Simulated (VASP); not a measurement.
Cu2W:

```
Cu W
1.0
     2.69096    0.00000    0.00000
     0.00000    2.69096    0.00000
     0.00000    0.00000    5.55213
Cu W
2 1
Direct
  0.50000 0.50000 0.29500
  0.50000 0.50000 0.70500
  0.00000 0.00000 0.00000
```

```yaml
Program: VASP 6.6.1
Task: relaxation of cell and atoms
Functional: PBE
Potentials_or_basis: VASP PAW PBE potentials, release 64 (Cu, W_sv)
Cutoff: 600 eV
k_mesh: 6 × 6 × 4
Occupations: gaussian, width 0.1 eV
Spin: no spin polarisation
```

At the start: pressure 26.4 GPa; volume 13.40 Å³/atom.

Where does the relaxation end?

Over 13 steps the energy falls by 286.2 meV/atom and the volume is 14.49 Å³/atom (+8.1 %); space group P4/mmm (No. 123, to 0.05 Å).

The path:
```csv
step,energy change (eV),largest force (eV/Å),pressure (GPa),volume (Å³)
1,0.0000,1.7105,26.44,40.20
2,0.1651,0.9049,-22.41,54.34
3,-0.5496,0.0233,-4.35,46.00
4,-0.7537,0.3105,-3.34,45.22
5,-0.8232,0.5080,-0.45,44.33
6,-0.8234,0.4948,-0.71,44.39
7,-0.8456,0.3323,-0.33,43.89
8,-0.8545,0.1140,1.68,42.93
9,-0.8575,0.0744,1.05,43.27
10,-0.8575,0.0576,1.02,43.24
11,-0.8560,0.1098,-1.81,43.88
12,-0.8587,0.0109,-0.22,43.49
13,-0.8587,0.0071,-0.10,43.47
```

Final structure:
```
CELL_PARAMETERS angstrom
2.58124 0.00000 0.00000
0.00000 2.58124 0.00000
0.00000 0.00000 6.52489
ATOMIC_POSITIONS crystal
Cu 0.50000 0.50000 0.31578
Cu 0.50000 0.50000 0.68422
W 0.00000 0.00000 0.00000
```

Caveat: the k points lie up to 0.41 Å⁻¹ apart in the final cell.
